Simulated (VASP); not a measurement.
Set up this calculation in VASP 6.6.1, as the native input.

* Task: single point
* Functional: PBE
* Potentials or basis: VASP PAW PBE potentials, release 64 (Se)
* Cutoff: 400 eV
* k mesh: 16 × 16 × 15
* Occupations: fermi-dirac, width 0.1 eV
* Spin: no spin polarisation
* Dipole correction: no
* k mesh for the DOS: 24 × 24 × 23
* Occupations for the DOS: tetrahedron
* Further INCAR settings: ALGO = Normal; EDIFF = 1e-06; NBANDS = 9

Crystal: Se.

```
CELL_PARAMETERS angstrom
2.63328 0.00000 0.00000
-1.31664 2.28049 0.00000
0.00000 0.00000 2.40869
ATOMIC_POSITIONS crystal
Se 0.00000 0.00000 0.00000
```

This isn't the form of Se at room conditions, which is trigonal, of chains.

These files were run (other wordings do the same):

POSCAR

```
Se
1.0
    2.6332847331      0.0000000000      0.0000000000
   -1.3166423666      2.2804914743      0.0000000000
    0.0000000000      0.0000000000      2.4086941493
Se
1
Direct
    0.0000000000      0.0000000000      0.0000000000
```

INCAR.step1

```
SYSTEM = Se
PREC = Accurate
ENCUT = 400
EDIFF = 1E-6
ISMEAR = -1
SIGMA = 0.1
LREAL = .False.
LASPH = .True.
NELM = 120
ALGO = Normal
ISIF = 2
LWAVE = .False.
LCHARG = .True.
GGA = PE
NBANDS = 9
GGA_COMPAT = .False.
NEDOS = 2001
LORBIT = 11
```

KPOINTS.step1

```
Automatic mesh
0
Gamma
  16 16 15
  0 0 0
```

INCAR.step2

```
SYSTEM = Se
PREC = Accurate
ENCUT = 400
EDIFF = 1E-6
ISMEAR = -5
SIGMA = 0.1
LREAL = .False.
LASPH = .True.
NELM = 120
ALGO = Normal
ISIF = 2
LWAVE = .False.
LCHARG = .False.
GGA = PE
LORBIT = 11
NBANDS = 9
NEDOS = 1001
ICHARG = 11
GGA_COMPAT = .False.
```

KPOINTS.step2

```
Automatic mesh
0
Gamma
  24 24 23
  0 0 0
```

Potentials or basis: VASP PAW PBE potentials, release 64 (Se).

Run with:

```bash
$ cat potpaw_PBE.64/Se/POTCAR > POTCAR
$ cp INCAR.step1 INCAR
$ cp KPOINTS.step1 KPOINTS
$ mpirun -np 1 vasp_std > vasp.out
$ cp INCAR.step2 INCAR
$ cp KPOINTS.step2 KPOINTS
$ mpirun -np 1 vasp_std > vasp.out
```

It gave:

```
Valence electrons inside the program's atomic spheres : Se 3.96
```

Wall time 28 s on 1 thread of Intel(R) Xeon(R) Platinum 8488C (Sapphire Rapids), on a shared host, peak memory 0.19 GiB.
